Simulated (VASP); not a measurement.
# Al (a cell with a defect) in VASP: single point with PBE

Aim: the single point of Al (a cell with a defect) with PBE.

Everything below comes from runs of VASP 6.6.1. Logs are shortened: lines on timing, memory, paths and dates and some standing lists are left out, and cuts for length are marked.

## Step 1: The cell of the first run

The cell holds a defect, 31 atoms: a = 8.100 Å, b = 8.100 Å, c = 8.100 Å, α = 90.00°, β = 90.00°, γ = 90.00°.

## Step 2: Single point, PBE

The input, INCAR:

```
SYSTEM = Al
PREC     = Accurate       ! precision mode
ENCUT    = 520            ! plane-wave cutoff, eV
EDIFF    = 1E-7           ! SCF threshold, eV
ISMEAR   = 0              ! smearing method
SIGMA    = 0.05           ! smearing width, eV
LREAL    = Auto         
LASPH    = .True.         ! aspherical terms in the spheres
NELM     = 60             ! most SCF steps
ALGO     = Normal         ! electronic algorithm
ISIF     = 2              ! what is computed and relaxed
LWAVE    = .False.        ! write WAVECAR
LCHARG   = .False.        ! write CHGCAR
GGA      = PE             ! functional
NBANDS   = 68             ! bands
```

The input, KPOINTS:

```
Automatic mesh
0
Gamma
  3 3 3
  0 0 0
```

The input, POSCAR:

```
Al
1.0
    8.1000000000      0.0000000000      0.0000000000
    0.0000000000      8.1000000000      0.0000000000
    0.0000000000      0.0000000000      8.1000000000
Al
31
Direct
    0.5002449383      0.0020116049      0.0010366667
    0.7470048148      0.2515841975      0.0010319753
    0.7516165432     -0.0009971605      0.2522713580
    0.0018281481      0.0012538272      0.0010276543
    0.2800733333      0.2791271605      0.0009775309
    0.7492508642      0.7484790123      0.0010256790
    0.2497028395      0.0033044444      0.2474255556
    0.5047192593      0.2496790123      0.2585353086
    0.7486339506      0.4998651852      0.2475869136
    0.5002091358     -0.0035098765      0.5010365432
    0.7574019753      0.2483072840      0.5010345679
    0.7516064198     -0.0009702469      0.7497958025
    0.0027292593      0.4995506173      0.0010201235
    0.2520574074      0.7465651852      0.0010183951
    0.0039507407      0.2490835802      0.2473445679
    0.2504046914      0.5039744444      0.2582487654
    0.5004717284      0.7479701235      0.2474659259
    0.0007035802      0.0000280247      0.5010311111
    0.2487007407      0.2481183951      0.5010187654
    0.5022113580      0.5016296296      0.5010175309
    0.7502337037      0.7496475309      0.5010267901
    0.2496987654      0.0032961728      0.7546025926
    0.5047059259      0.2497101235      0.7435174074
    0.7486360494      0.4998730864      0.7544471605
   -0.0003583951      0.7509360494      0.2523103704
   -0.0026974074      0.4995881481      0.5010082716
    0.2489630864      0.7565324691      0.5010055556
    0.0039492593      0.2490988889      0.7546962963
    0.2503833333      0.5040109877      0.7437443210
    0.5004688889      0.7479781481      0.7545775309
   -0.0003630864      0.7509533333      0.7497241975
```

Potentials or basis: VASP PAW PBE potentials, release 64 (Al).

Started as:

```bash
$ cat potpaw_PBE.64/Al/POTCAR > POTCAR
$ mpirun -np 1 vasp_std > vasp.out
```

OUTCAR:

```text
SYSTEM = Al
   PREC = Accurate
   ENCUT = 520
   EDIFF = 1E-7
   ISMEAR = 0
   LREAL = Auto
   LASPH = .True.
   NELM = 60
   ISIF = 2
   GGA = PE

 ion  position               nearest neighbor table
   1  0.500  0.002  0.001-   2 2.84   7 2.85  22 2.85  17 2.87   5 2.87  30 2.87   6 2.88  12 2.88
                             3 2.88  14 2.88   8 2.89  23 2.89
   2  0.747  0.252  0.001-   9 2.83  24 2.83   1 2.84   8 2.86  23 2.86  15 2.88  28 2.88  13 2.89
                            12 2.89   3 2.89   4 2.89
   3  0.752  0.999  0.252-  25 2.84   8 2.85  18 2.85  21 2.85  11 2.85  10 2.86   4 2.87   6 2.87
                            17 2.88  15 2.88   1 2.88   2 2.89
   4  0.002  0.001  0.001-  15 2.83  28 2.83   7 2.83  22 2.83  12 2.87   3 2.87  25 2.87  31 2.87
                            14 2.89   2 2.89   6 2.89   5 3.19
   5  0.280  0.279  0.001-  23 2.78  29 2.78  16 2.78   8 2.78   1 2.87  13 2.87  22 3.01   7 3.01
                            28 3.01  15 3.01   4 3.19
   6  0.749  0.748  0.001-   9 2.84  24 2.84  17 2.84  30 2.84  25 2.87  31 2.87   3 2.87  12 2.87
                            13 2.88   1 2.88   4 2.89
   7  0.250  0.003  0.247-  15 2.82   4 2.83   1 2.85  19 2.86  27 2.87   8 2.87  25 2.88  18 2.88
                            14 2.88  10 2.89  17 2.90   5 3.01
   8  0.505  0.250  0.259-   5 2.78   9 2.83  20 2.83  11 2.84  10 2.84   3 2.85  19 2.86   2 2.86
                             7 2.87   1 2.89  16 2.91
   9  0.749  0.500  0.248-   8 2.83   2 2.83   6 2.84  17 2.84  20 2.86  13 2.87  26 2.88  25 2.88
[... 31 lines left out ...]
  25  1.000  0.751  0.252-   3 2.84  16 2.85  18 2.85  27 2.85  21 2.85  26 2.86   4 2.87   6 2.87
                             9 2.88   7 2.88  13 2.88  14 2.89
  26  0.997  0.500  0.501-  11 2.81  29 2.84  16 2.84  21 2.85  25 2.86  31 2.86   9 2.88  24 2.88
                            19 2.88  15 2.89  28 2.89  27 2.91
  27  0.249  0.757  0.501-  10 2.81  18 2.82  29 2.84  16 2.84  25 2.85  31 2.85   7 2.87  22 2.87
                            17 2.89  30 2.89  20 2.91  26 2.91
  28  0.004  0.249  0.755-  22 2.82   4 2.83  13 2.85  19 2.86  11 2.87  29 2.87  12 2.88  18 2.88
                             2 2.88  26 2.89  24 2.90   5 3.01
  29  0.250  0.504  0.744-   5 2.78  30 2.83  20 2.83  27 2.84  26 2.84  31 2.85  19 2.86  14 2.86
                            28 2.87  13 2.89  23 2.91
  30  0.500  0.748  0.755-  29 2.83  14 2.83   6 2.84  24 2.84  20 2.86   1 2.87  10 2.88  12 2.88
                            21 2.88  27 2.89  22 2.90
  31  1.000  0.751  0.750-  12 2.84  18 2.85  29 2.85  21 2.85  27 2.85  26 2.86   4 2.87   6 2.87
                            24 2.88  22 2.88  13 2.88  14 2.89

  LATTYP: Found a simple cubic cell.
 ALAT       =     8.1000000000

  Lattice vectors:

 A1 = (   8.1000000000,   0.0000000000,   0.0000000000)
 A2 = (   0.0000000000,   8.1000000000,   0.0000000000)
 A3 = (   0.0000000000,   0.0000000000,   8.1000000000)

Analysis of symmetry for initial positions (statically):
=====================================================================
 Subroutine PRICEL returns:
 Original cell was already a primitive cell.

 Routine SETGRP: Setting up the symmetry group for a
 simple cubic supercell.

 Subroutine GETGRP returns: Found  1 space group operations
 (whereof  1 operations were pure point group operations)
 out of a pool of 48 trial point group operations.

The static configuration has the point symmetry C_1 .

Analysis of symmetry for dynamics (positions and initial velocities):
=====================================================================
 Subroutine PRICEL returns:
 Original cell was already a primitive cell.

 Routine SETGRP: Setting up the symmetry group for a
 simple cubic supercell.

 Subroutine GETGRP returns: Found  1 space group operations
 (whereof  1 operations were pure point group operations)
 out of a pool of 48 trial point group operations.

The dynamic configuration has the point symmetry C_1 .

 Subroutine INISYM returns: Found  1 space group operations
 (whereof  1 operations are pure point group operations),
 and found     1 'primitive' translations

----------------------------------------------------------------------------------------

                                     Primitive cell

  volume of cell :     531.4410

  direct lattice vectors                    reciprocal lattice vectors
     8.100000000  0.000000000  0.000000000     0.123456790  0.000000000  0.000000000
     0.000000000  8.100000000  0.000000000     0.000000000  0.123456790  0.000000000
     0.000000000  0.000000000  8.100000000     0.000000000  0.000000000  0.123456790

  length of vectors
     8.100000000  8.100000000  8.100000000     0.123456790  0.123456790  0.123456790

  position of ions in fractional coordinates (direct lattice)
     0.500244938  0.002011605  0.001036667
     0.747004815  0.251584198  0.001031975
     0.751616543  0.999002840  0.252271358
     0.001828148  0.001253827  0.001027654
     0.280073333  0.279127161  0.000977531
     0.749250864  0.748479012  0.001025679
[... 23 lines left out ...]
     0.500468889  0.747978148  0.754577531
     0.999636914  0.750953333  0.749724198

  ion indices of the primitive-cell ions
   primitive index   ion index
                 1           1
                 2           2
                 3           3
                 4           4
                 5           5
                 6           6
[... 23 lines left out ...]
                30          30
                31          31

----------------------------------------------------------------------------------------

 KPOINTS: Automatic mesh

Automatic generation of k-mesh.
 Grid dimensions read from file:
 generate k-points for:    3    3    3

 Generating k-lattice:

  Cartesian coordinates                     Fractional coordinates (reciprocal lattice)
     0.041152263  0.000000000  0.000000000     0.333333333  0.000000000  0.000000000
     0.000000000  0.041152263  0.000000000     0.000000000  0.333333333  0.000000000
     0.000000000  0.000000000  0.041152263     0.000000000  0.000000000  0.333333333

  Length of vectors
     0.041152263  0.041152263  0.041152263

  Shift w.r.t. Gamma in fractional coordinates (k-lattice)
     0.000000000  0.000000000  0.000000000

 Subroutine IBZKPT returns following result:
 ===========================================

 Found     14 irreducible k-points:

 Following reciprocal coordinates:
            Coordinates               Weight
  0.000000  0.000000  0.000000      1.000000
  0.333333  0.000000  0.000000      2.000000
  0.000000  0.333333  0.000000      2.000000
  0.000000  0.000000  0.333333      2.000000
  0.333333  0.333333  0.000000      2.000000
  0.000000  0.333333  0.333333      2.000000
  0.333333  0.000000  0.333333      2.000000
 -0.333333  0.333333  0.000000      2.000000
 -0.333333  0.000000  0.333333      2.000000
  0.000000 -0.333333  0.333333      2.000000
  0.333333  0.333333  0.333333      2.000000
 -0.333333  0.333333  0.333333      2.000000
 -0.333333 -0.333333  0.333333      2.000000
  0.333333 -0.333333  0.333333      2.000000
   k-points           NKPTS =     14   k-points in BZ     NKDIM =     14   number of bands    NBANDS=     68
   number of dos      NEDOS =    301   number of ions     NIONS =     31
   total plane-waves  NPLWV = 216000
   dimension x,y,z NGX =    60 NGY =   60 NGZ =   60
   dimension x,y,z NGXF=   120 NGYF=  120 NGZF=  120
   ions per type =              31
   NGX,Y,Z   is equivalent  to a cutoff of  12.31, 12.31, 12.31 a.u.
   NGXF,Y,Z  is equivalent  to a cutoff of  24.63, 24.63, 24.63 a.u.
 SYSTEM =  Al
   PREC   = accura    normal or accurate (medium, high low for compatibility)
   ISTART =      0    job   : 0-new  1-cont  2-samecut
   ICHARG =      2    charge: 1-file 2-atom 10-const
   ISPIN  =      1    spin polarized calculation?
   LNONCOLLINEAR =      F non collinear calculations
   LSORBIT =      F    spin-orbit coupling
   LASPH  =      T    aspherical Exc in radial PAW
   ENCUT  =  520.0 eV  38.22 Ry    6.18 a.u.  15.06 15.06 15.06*2*pi/ulx,y,z
   NELM   =     60;   NELMIN=  2; NELMDL= -5     # of ELM steps
   EDIFF  = 0.1E-06   stopping-criterion for ELM
   LREAL  =      T    real-space projection
   EDIFFG = 0.1E-05   stopping-criterion for IOM
   NSW    =      0    number of steps for IOM
   IBRION =     -1    ionic relax: 0-MD 1-quasi-New 2-CG
   NFREE  =      0    steps in history (QN), initial steepest desc. (CG)
   ISIF   =      2    stress and relaxation
   ISYM   =      2    0-nonsym 1-usesym 2-fastsym
   POTIM  = 0.5000    time-step for ionic-motion
   TEBEG  =    0.0;   TEEND  =   0.0 temperature during run
   PSTRESS=    0.0 pullay stress
   NELECT =      93.0000    total number of electrons
   NUPDOWN=      -1.0000    fix difference up-down
   EMIN   =  10.00;   EMAX   =-10.00  energy-range for DOS
   EFERMI =   0.00;   METHOD = LEGACY
   ISMEAR =     0;   SIGMA  =   0.05  broadening in eV -4-tet -1-fermi 0-gaus
   EFERMI_NEDOS =   21; number of points for ismear=-14 and -15
   IALGO  =     38    algorithm
   IMIX   =      4    mixing-type and parameters
     AMIX     =   0.40;   BMIX     =  1.00
     AMIX_MAG =   1.60;   BMIX_MAG =  1.00
  volume/ion in A,a.u.               =      17.14       115.69
  Fermi-wavevector in a.u.,A,eV,Ry     =   0.915695  1.730412 11.408446  0.838497
  Thomas-Fermi vector in A             =   2.040466
   LORBIT       =      0    0 simple, 1 ext, 2 COOP (PROOUT), +10 PAW based schemes
   GGA     = PE    functional components
   LHFCALC =     F    Hartree Fock is set to
   AEXX    =    0.0000 exact exchange contribution
   IVDW    =     0    specifies the selected vdW correction
   LEPSILON=     F    determine dielectric tensor
   LRPA    =     F    only Hartree local field effects (RPA)
 non-spin polarized calculation
 Gauss-broadening in eV      SIGMA  =   0.05
  energy-cutoff  :      520.00
  volume of cell :      531.44
 maximum number of plane-waves:     14358
   NGX = 31   NGY = 31   NGZ = 31

 number of electron      92.9999999 magnetization

 Free energy of the ion-electron system (eV)
  ---------------------------------------------------
  ext. energy  EPLUGINS =         0.00000000
  ---------------------------------------------------
  free energy    TOTEN  =      -115.85738856 eV

  energy without entropy =     -115.84091697  energy(sigma->0) =     -115.84915276

 E-fermi :   7.4484     XC(G=0): -10.0295

 val. band max:        7.4320157937   @ k =   0.3333  -0.3333   0.3333
 cond. band min:       7.4628145312   @ k =  -0.3333  -0.3333   0.3333
 fundamental gap:      0.0307987375
 Fermi energy:         7.4483580035

 k-point     1 :       0.0000    0.0000    0.0000
  band No.  band energies     occupation
      1      -3.3684      2.00000
      2      -1.2337      2.00000
      3      -1.2157      2.00000
      4      -1.1700      2.00000
      5      -1.1698      2.00000
      6      -1.1358      2.00000
[... 843 lines left out ...]
     57       9.2738      0.00000
     58       9.4953      0.00000
 [bands above 58 left out]

------------------------ aborting loop because EDIFF is reached ----------------------------------------

  FORCE on cell =-STRESS in cart. coord.  units (eV):
  Direction    XX          YY          ZZ          XY          YZ          ZX
  --------------------------------------------------------------------------------------
  -------------------------------------------------------------------------------------
  Total       -3.8359063     -3.8358434     -2.9845367     -0.3311824      0.0062925      0.0015859
  in kB      -11.5644110    -11.5642212     -8.9977194     -0.9984419      0.0189704      0.0047811
  external PRESSURE =     -10.7087839 kB  Pullay stress =       0.0000000 kB

 VOLUME and BASIS-vectors are now :
 -----------------------------------------------------------------------------
  energy-cutoff  :      520.00
  volume of cell :      531.44
      direct lattice vectors                 reciprocal lattice vectors
     8.100000000  0.000000000  0.000000000     0.123456790  0.000000000  0.000000000
     0.000000000  8.100000000  0.000000000     0.000000000  0.123456790  0.000000000
     0.000000000  0.000000000  8.100000000     0.000000000  0.000000000  0.123456790

 POSITION                                       TOTAL-FORCE (eV/Angst)
 -----------------------------------------------------------------------------------
      4.05198      0.01629      0.00840         0.030333     -0.006106      0.000529
      6.05074      2.03783      0.00836         0.022001      0.007044     -0.000026
      6.08809      8.09192      2.04340         0.015035      0.012154      0.003896
      0.01481      0.01016      0.00832         0.024015      0.023069      0.001431
      2.26859      2.26093      0.00792        -0.330067     -0.324303      0.000651
      6.06893      6.06268      0.00831         0.008632      0.008766      0.002419
[... 23 lines left out ...]
      4.05380      6.05862      6.11208         0.005065      0.010849     -0.006306
      8.09706      6.08272      6.07277         0.012293      0.018471     -0.002658
 -----------------------------------------------------------------------------------
    total drift:                                0.005836     -0.009067      0.024631

  FREE ENERGIE OF THE ION-ELECTRON SYSTEM (eV)
  ---------------------------------------------------
  free  energy   TOTEN  =      -115.8573885553 eV

  energy  without entropy=     -115.8409169710  energy(sigma->0) =     -115.84915276
```

It took 5.7 min on 1 thread of Intel Xeon 6975P-C (Granite Rapids), shared host; peak memory 0.62 GiB.

What came out:

| Property | Result |
| --- | --- |
| Free energy | -115.8574 eV |
| Pressure | -1.1 GPa |
| Largest force | 0.463 eV/Å |
| Band gap on the k mesh | zero (an odd number of electrons rules out a gap without spin polarisation) |

Forces in eV/Å, atoms in the order of the input:
```
Al   0.030 -0.006  0.001
Al   0.022  0.007  0.000
Al   0.015  0.012  0.004
Al   0.024  0.023  0.001
Al  -0.330 -0.324  0.001
Al   0.009  0.009  0.002
Al   0.013  0.001  0.012
Al  -0.017  0.038 -0.071
Al   0.011  0.005  0.001
Al   0.010  0.035 -0.001
Al  -0.015  0.008 -0.002
Al   0.017  0.011 -0.002
Al  -0.007  0.029 -0.001
Al   0.008  0.020 -0.001
Al  -0.001  0.013  0.013
Al   0.035 -0.016 -0.067
Al   0.007  0.009  0.000
Al   0.016  0.014  0.005
Al   0.011  0.011  0.001
Al   0.006  0.005  0.003
Al   0.016  0.010  0.005
Al   0.013  0.000 -0.017
Al  -0.015  0.037  0.071
Al   0.011  0.007 -0.004
Al   0.016  0.015  0.003
Al   0.033  0.010  0.000
Al   0.007 -0.011  0.000
Al   0.000  0.014 -0.017
Al   0.036 -0.014  0.071
Al   0.005  0.011 -0.006
Al   0.012  0.018 -0.003
```
